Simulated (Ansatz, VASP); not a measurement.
**One calculation of AgPd4, two programs**

INCAR

```
ALGO = Normal
DIPOL = 0.5 0.5 0.500
EDIFF = 1E-6
ENCUT = 520
GGA = PE
IDIPOL = 3
ISIF = 2
ISMEAR = -1
LASPH = True
LCHARG = True
LDIPOL = True
LELF = True
LREAL = False
LVACPOTAV = True
LVHAR = True
LWAVE = False
NBANDS = 34
NELM = 60
PREC = Accurate
SIGMA = 0.05
```

The input KPOINTS:

```
k-points
0
Gamma
  12 12 1
```

The input POSCAR:

```
AgPd4
1.0
    2.7888697457      0.0000000000      0.0000000000
    0.0000000000      2.7888697457      0.0000000000
    0.0000000000      0.0000000000     23.8881000000
Pd Ag
4 1
Direct
    0.0000000000      0.0000000000      0.3368137274
    0.5000000000      0.5000000000      0.4180431711
    0.5000000000      0.5000000000      0.5819568293
    0.0000000000      0.0000000000      0.6631862723
    0.0000000000      0.0000000000      0.5000000001
```

Input for Ansatz:

```yaml
crystal:
  lattice:
    - [2.7888697457, 0.0, 0.0]
    - [0.0, 2.7888697457, 0.0]
    - [0.0, 0.0, 23.8881]
  atoms:
    - { symbol: Pd, position: [0.0, 0.0, 0.3368137274] }
    - { symbol: Pd, position: [0.5, 0.5, 0.4180431711] }
    - { symbol: Ag, position: [0.0, 0.0, 0.5000000001] }
    - { symbol: Pd, position: [0.5, 0.5, 0.5819568293] }
    - { symbol: Pd, position: [0.0, 0.0, 0.6631862723] }
kpoints:
  mp_grid: { grid: [12, 12, 1] }
scf:
  occupations: { method: fermi_dirac, width: 0.05 }
hamiltonian:
  xc: pbe
  pseudopotentials: { kind: paw }
output:
  forces: true
  stress: true
  eigenvalues: true
efield:
  axis: 3
  amplitude: 0
  dipole_correction: true
```

Alike in both runs: task single point; functional PBE; k mesh 12 × 12 × 1; occupations fermi-dirac, width 0.05 eV; no spin polarisation.

```csv
,VASP,Ansatz
version,VASP 6.6.1,Ansatz 0.2.0
potentials or method,"VASP PAW PBE potentials, release 64 (Pd, Ag)","PAW with Ansatz's default frozen-core files, scalar-relativistic"
plane-wave cutoff (eV),520,420
valence electrons in the cell,51,91
```

Ansatz gave:

| Quantity | Value |
| --- | --- |
| rms of the force components (eV/Å) | 0.195 |

Estimate VASP's values.

rms of the force components (eV/Å): 0.196.

VASP's potentials hold 51 valence electrons a cell and Ansatz's 91, so a difference there can come from the potentials and not from the codes.
